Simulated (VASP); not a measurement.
Here is a VASP 6.6.1 calculation.

Contents of POSCAR:

```
Sb
1.0
    2.1684666409      1.2519647989      3.7828881425
   -2.1684666409      1.2519647989      3.7828881425
    0.0000000000     -2.5039295978      3.7828881425
Sb
2
Direct
    0.7665100000      0.7665100000      0.7665100000
    0.2334900000      0.2334900000      0.2334900000
```

Contents of INCAR.step1:

```
SYSTEM = Sb
PREC     = Accurate       ! precision mode
ENCUT    = 520            ! plane-wave cutoff, eV
EDIFF    = 1E-5           ! SCF threshold, eV
ISMEAR   = -1             ! smearing method
SIGMA    = 0.05           ! smearing width, eV
LREAL    = .FALSE.        ! projectors in reciprocal space
LASPH    = .TRUE.         ! aspherical terms in the spheres
NELM     = 80             ! most SCF steps
ALGO     = Normal         ! electronic algorithm
ISIF     = 2              ! what is computed and relaxed
LWAVE    = .TRUE.         ! write WAVECAR
NBANDS   = 12             ! bands
GGA      = PE             ! functional
```

Contents of INCAR.step2:

```
SYSTEM = Sb
PREC     = Accurate       ! precision mode
ENCUT    = 520            ! plane-wave cutoff, eV
EDIFF    = 1E-6           ! SCF threshold, eV
ISMEAR   = -1             ! smearing method
SIGMA    = 0.05           ! smearing width, eV
LREAL    = .FALSE.        ! projectors in reciprocal space
LASPH    = .TRUE.         ! aspherical terms in the spheres
NELM     = 80             ! most SCF steps
ALGO     = Normal         ! electronic algorithm
ISIF     = 2              ! what is computed and relaxed
LWAVE    = .FALSE.        ! write WAVECAR
LCHARG   = .TRUE.         ! write CHGCAR
GGA      = B5             ! functional
LHFCALC  = .TRUE.         ! exact exchange
AEXX     = 0.5            ! exact-exchange fraction
ALDAX    = 0.5          
AGGAX    = 0.5          
AGGAC    = 1.0          
ALDAC    = 0.0          
PRECFOCK = Normal       
LELF     = .TRUE.         ! ELF
LVHAR    = .TRUE.       
NBANDS   = 12             ! bands
ISTART   = 1
```

File KPOINTS:

```
regular mesh
0
G
  4 4 4
  0 0 0
```

Potentials or basis: VASP PAW PBE potentials, release 64 (Sb).

Launch:

```console
$ cat potpaw_PBE.64/Sb/POTCAR > POTCAR
$ cp INCAR.step1 INCAR
$ mpirun -np 1 vasp_std > vasp.out
$ cp INCAR.step2 INCAR
$ mpirun -np 1 vasp_std > vasp.out
```

(1) Estimate the pressure.

(2) Predict the band gap on the k mesh.

(3) What does it give for the largest force?

Answers

(1) -1.9 GPa.

(2) 1.63 eV (least direct gap 1.74 eV).

(3) 1.271 eV/Å.

Caveat: the k points lie up to 0.44 Å⁻¹ apart; the PAW data sets were made with another functional, which shifts forces and pressure a little; spin-orbit coupling is left out, which moves the levels of the heavy elements.
